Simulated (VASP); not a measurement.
# Al32H (a cell with a defect): single point with PBE+D3(BJ)

Al32H (a cell with a defect):

```
Al H
1.0
     8.10000    0.00000    0.00000
     0.00000    8.10000    0.00000
     0.00000    0.00000    8.10000
Al H
32 1
Direct
  0.49168 0.98347 0.00722
  0.76562 0.25663 0.00689
  0.74949 0.99906 0.24943
  0.99862 0.99778 0.99879
  0.24923 0.24762 0.99786
  0.50087 0.49872 0.99784
  0.75006 0.74983 0.99881
  0.24849 0.99687 0.24995
  0.50086 0.24757 0.24895
  0.75148 0.49963 0.24987
  0.49954 0.99790 0.50000
  0.75004 0.24854 0.50009
  0.75306 0.99500 0.74527
  0.00358 0.50149 0.99876
  0.24737 0.74491 0.99864
  0.00356 0.24851 0.25169
  0.25002 0.49855 0.24877
  0.49997 0.74496 0.25142
  0.00039 0.99803 0.49819
  0.24740 0.24839 0.49517
  0.49996 0.50118 0.49520
  0.75024 0.74771 0.49795
  0.24940 0.99904 0.74927
  0.49163 0.25700 0.73361
  0.74948 0.49920 0.74932
  0.99962 0.74866 0.24918
  0.99960 0.49893 0.49890
  0.24896 0.74854 0.49877
  0.99860 0.24854 0.74803
  0.24851 0.49970 0.74712
  0.49954 0.74976 0.74814
  0.00038 0.74797 0.74829
  0.58289 0.16567 0.91605
```

- Program: VASP 6.6.1
- Task: single point
- Functional: PBE
- Dispersion: D3(BJ)
- Potentials or basis: VASP PAW PBE potentials, release 64 (Al, H)
- Cutoff: 520 eV
- k mesh: 3 × 3 × 3
- Occupations: gaussian, width 0.15 eV
- Spin: no spin polarisation

The pressure is -2.9 GPa. The largest force is 0.224 eV/Å and the band gap on the k mesh is zero (an odd number of electrons rules out a gap without spin polarisation). The dispersion energy per atom is -0.328 eV.

Forces on the atoms (eV/Å):
```
Al  -0.025 -0.006  0.021
Al   0.002  0.026  0.024
Al  -0.008  0.001  0.004
Al  -0.012  0.009  0.002
Al   0.007 -0.001 -0.002
Al   0.000 -0.002 -0.002
Al   0.000  0.009 -0.002
Al  -0.007 -0.003  0.010
Al   0.000 -0.001 -0.001
Al   0.010  0.006  0.008
Al   0.003  0.005  0.009
Al   0.000 -0.003  0.009
Al   0.000  0.003  0.001
Al  -0.002  0.001  0.001
Al  -0.006  0.005  0.006
Al  -0.001  0.001  0.003
Al  -0.005 -0.001  0.001
Al  -0.004  0.002  0.009
Al   0.000  0.003  0.001
Al  -0.009  0.006  0.001
Al  -0.003  0.011  0.001
Al   0.000  0.005  0.004
Al  -0.013  0.002  0.003
Al  -0.020  0.017  0.001
Al  -0.009  0.001  0.001
Al  -0.005  0.000  0.002
Al  -0.004  0.001  0.001
Al   0.001  0.006  0.005
Al  -0.012  0.002  0.008
Al  -0.009  0.010 -0.004
Al   0.000  0.009  0.005
Al   0.001  0.001  0.001
H    0.131 -0.123 -0.133
```

Stress tensor (GPa, compression positive):
```
-2.92  0.19  0.19
 0.19 -2.91 -0.19
 0.19 -0.19 -2.91
```

Levels at points of the mesh, in eV from the Fermi level:
| k point | band 45 | band 46 | band 47 | band 48 | band 49 | band 50 | band 51 | band 52 |
| --- | --- | --- | --- | --- | --- | --- | --- | --- |
| (0.00, 0.00, 0.00) | -0.69 | 0.12 | 0.21 | 0.21 | 0.25 | 0.30 | 0.30 | 0.81 |

Run time: 11 min on 1 thread of Oxide Virtual Turin-like Processor, with other jobs on the host, peak memory 0.62 GiB.
